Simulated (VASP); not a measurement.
# TiN (Fm-3m) in VASP: single point with PBE

Aim: the single point of TiN with PBE.

All numbers are computed with VASP 6.6.1; they aren't measurements. Logs are shortened: lines on timing, memory, paths and dates and some standing lists are left out, and cuts for length are marked.

## (1) The cell of the first run

Symmetry: Fm-3m, No. 225, cubic system. The conventional cell has a = 4.247 Å, b = 4.247 Å, c = 4.247 Å, α = 90.00°, β = 90.00°, γ = 90.00°. Within 2.8 Å of Ti (site symmetry m-3m) lie 6 N at 2.12 Å. Within 2.8 Å of N (site symmetry m-3m) lie 6 Ti at 2.12 Å.

## (2) Single point, PBE

INCAR

```
  PREC = Accurate
  ENCUT = 520
  EDIFF = 1E-6
  ISMEAR = 1
  SIGMA = 0.1
  LREAL = False
  LASPH = True
  NELM = 100
  ALGO = Normal
  ISIF = 2
  LWAVE = False
  LCHARG = False
  GGA = PE
  NBANDS = 44
```

KPOINTS

```
regular mesh
0
Gamma
  14 14 14
```

POSCAR

```
TiN
1.0
    4.2466795374      0.0000000000      0.0000000000
    0.0000000000      4.2466795374      0.0000000000
    0.0000000000      0.0000000000      4.2466795374
Ti N
4 4
Direct
    0.0000000000      0.0000000000      0.0000000000
    0.0000000000      0.5000000000      0.5000000000
    0.5000000000      0.0000000000      0.5000000000
    0.5000000000      0.5000000000      0.0000000000
    0.5000000000      0.0000000000      0.0000000000
    0.5000000000      0.5000000000      0.5000000000
    0.0000000000      0.0000000000      0.5000000000
    0.0000000000      0.5000000000      0.0000000000
```

Potentials or basis: VASP PAW PBE potentials, release 64 (Ti_sv, N).

On the command line:

```console
cat potpaw_PBE.64/Ti_sv/POTCAR potpaw_PBE.64/N/POTCAR > POTCAR
mpirun -np 1 vasp_std > vasp.out
```

OUTCAR:

```text
PREC = Accurate
   ENCUT = 520
   EDIFF = 1E-6
   ISMEAR = 1
   LREAL = False
   LASPH = True
   NELM = 100
   ISIF = 2
   GGA = PE

 ion  position               nearest neighbor table
   1  0.000  0.000  0.000-   5 2.12   7 2.12   8 2.12   7 2.12   8 2.12   5 2.12
   2  0.000  0.500  0.500-   6 2.12   7 2.12   8 2.12   8 2.12   7 2.12   6 2.12
   3  0.500  0.000  0.500-   5 2.12   6 2.12   7 2.12   5 2.12   6 2.12   7 2.12
   4  0.500  0.500  0.000-   5 2.12   6 2.12   8 2.12   6 2.12   5 2.12   8 2.12
   5  0.500  0.000  0.000-   1 2.12   3 2.12   4 2.12   3 2.12   4 2.12   1 2.12
   6  0.500  0.500  0.500-   2 2.12   3 2.12   4 2.12   4 2.12   3 2.12   2 2.12
   7  0.000  0.000  0.500-   1 2.12   2 2.12   3 2.12   1 2.12   2 2.12   3 2.12
   8  0.000  0.500  0.000-   1 2.12   2 2.12   4 2.12   2 2.12   1 2.12   4 2.12

  LATTYP: Found a simple cubic cell.
 ALAT       =     4.2466795374

  Lattice vectors:

 A1 = (   4.2466795374,   0.0000000000,   0.0000000000)
 A2 = (   0.0000000000,   4.2466795374,   0.0000000000)
 A3 = (   0.0000000000,   0.0000000000,   4.2466795374)

Analysis of symmetry for initial positions (statically):
=====================================================================
 Subroutine PRICEL returns following result:

  LATTYP: Found a face centered cubic cell.
 ALAT       =     4.2466795374

  Lattice vectors:

 A1 = (   2.1233397687,  -2.1233397687,   0.0000000000)
 A2 = (   2.1233397687,   0.0000000000,   2.1233397687)
 A3 = (   0.0000000000,  -2.1233397687,   2.1233397687)

   4 primitive cells build up your supercell.

 Routine SETGRP: Setting up the symmetry group for a
 simple cubic supercell.

 Subroutine GETGRP returns: Found 48 space group operations
 (whereof 48 operations were pure point group operations)
 out of a pool of 48 trial point group operations.

The static configuration has the point symmetry O_h .

Analysis of symmetry for dynamics (positions and initial velocities):
=====================================================================
 Subroutine PRICEL returns following result:

  LATTYP: Found a face centered cubic cell.
 ALAT       =     4.2466795374

  Lattice vectors:

 A1 = (   2.1233397687,  -2.1233397687,   0.0000000000)
 A2 = (   2.1233397687,   0.0000000000,   2.1233397687)
 A3 = (   0.0000000000,  -2.1233397687,   2.1233397687)

   4 primitive cells build up your supercell.

 Routine SETGRP: Setting up the symmetry group for a
 simple cubic supercell.

 Subroutine GETGRP returns: Found 48 space group operations
 (whereof 48 operations were pure point group operations)
 out of a pool of 48 trial point group operations.

The dynamic configuration has the point symmetry O_h .

 Subroutine INISYM returns: Found 48 space group operations
 (whereof 48 operations are pure point group operations),
 and found     4 'primitive' translations

----------------------------------------------------------------------------------------

                                     Primitive cell

  volume of cell :      19.1465

  direct lattice vectors                    reciprocal lattice vectors
     2.123339769 -2.123339769  0.000000000     0.235478093 -0.235478093 -0.235478093
     2.123339769  0.000000000  2.123339769     0.235478093  0.235478093  0.235478093
     0.000000000 -2.123339769  2.123339769    -0.235478093 -0.235478093  0.235478093

  length of vectors
     3.002855898  3.002855898  3.002855898     0.407860022  0.407860022  0.407860022

  position of ions in fractional coordinates (direct lattice)
     0.000000000  0.000000000  0.000000000
     0.500000000  0.500000000  0.500000000

  ion indices of the primitive-cell ions
   primitive index   ion index
                 1           1
                 2           5

----------------------------------------------------------------------------------------

 KPOINTS: regular mesh

Automatic generation of k-mesh.
 Grid dimensions read from file:
 generate k-points for:   14   14   14

 Generating k-lattice:

  Cartesian coordinates                     Fractional coordinates (reciprocal lattice)
     0.016819864  0.000000000  0.000000000     0.071428571  0.000000000  0.000000000
     0.000000000  0.016819864  0.000000000     0.000000000  0.071428571  0.000000000
     0.000000000  0.000000000  0.016819864     0.000000000  0.000000000  0.071428571

  Length of vectors
     0.016819864  0.016819864  0.016819864

  Shift w.r.t. Gamma in fractional coordinates (k-lattice)
     0.000000000  0.000000000  0.000000000

 Subroutine IBZKPT returns following result:
 ===========================================

 Found    120 irreducible k-points:

 Following reciprocal coordinates:
            Coordinates               Weight
  0.000000  0.000000  0.000000      1.000000
  0.071429  0.000000  0.000000      6.000000
  0.142857  0.000000  0.000000      6.000000
  0.214286  0.000000  0.000000      6.000000
  0.285714  0.000000  0.000000      6.000000
  0.357143  0.000000  0.000000      6.000000
[... 16 lines left out ...]
  0.285714  0.214286  0.000000     24.000000
  0.357143  0.214286  0.000000     24.000000
 [... further k-points ...]
   k-points           NKPTS =    120   k-points in BZ     NKDIM =    120   number of bands    NBANDS=     44
   number of dos      NEDOS =    301   number of ions     NIONS =      8
   total plane-waves  NPLWV =  32768
   dimension x,y,z NGX =    32 NGY =   32 NGZ =   32
   dimension x,y,z NGXF=    64 NGYF=   64 NGZF=   64
   ions per type =               4   4
   NGX,Y,Z   is equivalent  to a cutoff of  12.53, 12.53, 12.53 a.u.
   NGXF,Y,Z  is equivalent  to a cutoff of  25.05, 25.05, 25.05 a.u.
 SYSTEM =  unknown system
   PREC   = accura    normal or accurate (medium, high low for compatibility)
   ISTART =      0    job   : 0-new  1-cont  2-samecut
   ICHARG =      2    charge: 1-file 2-atom 10-const
   ISPIN  =      1    spin polarized calculation?
   LNONCOLLINEAR =      F non collinear calculations
   LSORBIT =      F    spin-orbit coupling
   LASPH  =      T    aspherical Exc in radial PAW
   ENCUT  =  520.0 eV  38.22 Ry    6.18 a.u.   7.90  7.90  7.90*2*pi/ulx,y,z
   NELM   =    100;   NELMIN=  2; NELMDL= -5     # of ELM steps
   EDIFF  = 0.1E-05   stopping-criterion for ELM
   LREAL  =      F    real-space projection
   EDIFFG = 0.1E-04   stopping-criterion for IOM
   NSW    =      0    number of steps for IOM
   IBRION =     -1    ionic relax: 0-MD 1-quasi-New 2-CG
   NFREE  =      0    steps in history (QN), initial steepest desc. (CG)
   ISIF   =      2    stress and relaxation
   ISYM   =      2    0-nonsym 1-usesym 2-fastsym
   POTIM  = 0.5000    time-step for ionic-motion
   TEBEG  =    0.0;   TEEND  =   0.0 temperature during run
   PSTRESS=    0.0 pullay stress
   NELECT =      68.0000    total number of electrons
   NUPDOWN=      -1.0000    fix difference up-down
   EMIN   =  10.00;   EMAX   =-10.00  energy-range for DOS
   EFERMI =   0.00;   METHOD = LEGACY
   ISMEAR =     1;   SIGMA  =   0.10  broadening in eV -4-tet -1-fermi 0-gaus
   EFERMI_NEDOS =   21; number of points for ismear=-14 and -15
   IALGO  =     38    algorithm
   IMIX   =      4    mixing-type and parameters
     AMIX     =   0.40;   BMIX     =  1.00
     AMIX_MAG =   1.60;   BMIX_MAG =  1.00
  volume/ion in A,a.u.               =       9.57        64.60
  Fermi-wavevector in a.u.,A,eV,Ry     =   1.573482  2.973449 33.685904  2.475844
  Thomas-Fermi vector in A             =   2.674759
   LORBIT       =      0    0 simple, 1 ext, 2 COOP (PROOUT), +10 PAW based schemes
   GGA     = PE    functional components
   LHFCALC =     F    Hartree Fock is set to
   AEXX    =    0.0000 exact exchange contribution
   IVDW    =     0    specifies the selected vdW correction
   LEPSILON=     F    determine dielectric tensor
   LRPA    =     F    only Hartree local field effects (RPA)
 non-spin polarized calculation
 Methfessel and Paxton  Order N= 1 SIGMA  =   0.10
  energy-cutoff  :      520.00
  volume of cell :       76.59
 maximum number of plane-waves:      2103
 NGX is ok and might be reduce to    32
   NGX = 15   NGY = 15   NGZ = 15

 number of electron      67.9999976 magnetization

 Free energy of the ion-electron system (eV)
  ---------------------------------------------------
  ext. energy  EPLUGINS =         0.00000000
  ---------------------------------------------------
  free energy    TOTEN  =       -78.54386861 eV

  energy without entropy =      -78.54409284  energy(sigma->0) =      -78.54394335

 E-fermi :  11.3865     XC(G=0): -13.0008

 val. band max:       11.3847532047   @ k =   0.4286   0.2857   0.1429
 cond. band min:      11.3944377208   @ k =   0.3571   0.2143   0.2143
 fundamental gap:      0.0096845161
 Fermi energy:        11.3865175598

 k-point     1 :       0.0000    0.0000    0.0000
  band No.  band energies     occupation
      1     -46.4806      2.00000
      2     -46.3550      2.00000
      3     -46.3550      2.00000
      4     -46.3550      2.00000
      5     -22.9881      2.00000
      6     -22.9881      2.00000
[... 36 lines left out ...]
     43      13.0246     -0.00000
     44      13.7632      0.00000

 k-point     2 :       0.0714    0.0000    0.0000
  band No.  band energies     occupation
      1     -46.4791      2.00000
      2     -46.3566      2.00000
      3     -46.3550      2.00000
      4     -46.3550      2.00000
      5     -22.9840      2.00000
      6     -22.9840      2.00000
[... 36 lines left out ...]
     43      13.1433     -0.00000
     44      13.7553      0.00000

 k-point     3 :       0.1429    0.0000    0.0000
  band No.  band energies     occupation
      1     -46.4744      2.00000
      2     -46.3612      2.00000
      3     -46.3549      2.00000
      4     -46.3549      2.00000
      5     -22.9722      2.00000
      6     -22.9722      2.00000
[... 976 lines left out ...]
     43      13.7018      0.00000
     44      13.7188      0.00000

 k-point    24 :       0.3571    0.2143    0.0000
  band No.  band energies     occupation
      1     -46.4351      2.00000
      2     -46.3865      2.00000
      3     -46.3645      2.00000
      4     -46.3585      2.00000
      5     -22.9137      2.00000
      6     -22.8862      2.00000
[... 36 lines left out ...]
     43      13.6004      0.00000
     44      13.7072      0.00000

 [... further k-points ...]
[... 5 lines left out ...]
  --------------------------------------------------------------------------------------
  -------------------------------------------------------------------------------------
  Total        0.2799239      0.2799239      0.2799239      0.0000000      0.0000000     -0.0000000
  in kB        5.8560133      5.8560133      5.8560133      0.0000000      0.0000000     -0.0000000
  external PRESSURE =       5.8560133 kB  Pullay stress =       0.0000000 kB

 VOLUME and BASIS-vectors are now :
 -----------------------------------------------------------------------------
  energy-cutoff  :      520.00
  volume of cell :       76.59
      direct lattice vectors                 reciprocal lattice vectors
     4.246679537  0.000000000  0.000000000     0.235478093  0.000000000  0.000000000
     0.000000000  4.246679537  0.000000000     0.000000000  0.235478093  0.000000000
     0.000000000  0.000000000  4.246679537     0.000000000  0.000000000  0.235478093

 POSITION                                       TOTAL-FORCE (eV/Angst)
 -----------------------------------------------------------------------------------
      0.00000      0.00000      0.00000        -0.000000     -0.000000      0.000000
      0.00000      2.12334      2.12334         0.000000     -0.000000     -0.000000
      2.12334      0.00000      2.12334         0.000000     -0.000000     -0.000000
      2.12334      2.12334      0.00000         0.000000      0.000000     -0.000000
      2.12334      0.00000      0.00000         0.000000      0.000000      0.000000
      2.12334      2.12334      2.12334         0.000000      0.000000      0.000000
      0.00000      0.00000      2.12334         0.000000      0.000000      0.000000
      0.00000      2.12334      0.00000         0.000000      0.000000      0.000000
 -----------------------------------------------------------------------------------
    total drift:                                0.000000     -0.000000     -0.000000

  FREE ENERGIE OF THE ION-ELECTRON SYSTEM (eV)
  ---------------------------------------------------
  free  energy   TOTEN  =       -78.5438686085 eV

  energy  without entropy=      -78.5440928390  energy(sigma->0) =      -78.54394335
```

Wall time 4.6 min (1 thread of Intel Xeon Platinum 8259CL at 2.50GHz (Skylake/Cascade Lake), shared host); peak memory 0.39 GiB.

Results:

```
Free energy            : -78.5439 eV
Pressure               : 0.6 GPa
Band gap on the k mesh : zero (band 34 reaches 13.07 eV, above the bottom of band 35 at 9.01 eV)
```

Levels at points of the mesh, in eV from the Fermi level:
| k point | band 30 | band 31 | band 32 | band 33 | band 34 | band 35 | band 36 | band 37 | band 38 | band 39 |
| --- | --- | --- | --- | --- | --- | --- | --- | --- | --- | --- |
| (0.00, 0.00, 0.00) | -3.04 | -3.04 | -3.04 | -2.02 | -2.02 | -2.02 | -0.60 | -0.60 | -0.60 | 0.58 |
| (0.50, 0.00, 0.00) | -3.23 | -3.23 | -3.23 | -1.96 | -1.96 | 0.93 | 0.93 | 0.93 | 0.93 | 1.09 |
| (0.50, 0.50, 0.00) | -5.03 | -5.03 | -5.03 | 0.93 | 0.93 | 0.93 | 0.93 | 1.69 | 1.69 | 1.69 |
| (0.50, 0.50, 0.50) | -5.44 | -5.44 | -5.44 | 1.68 | 1.68 | 1.68 | 1.68 | 1.68 | 1.68 | 1.68 |
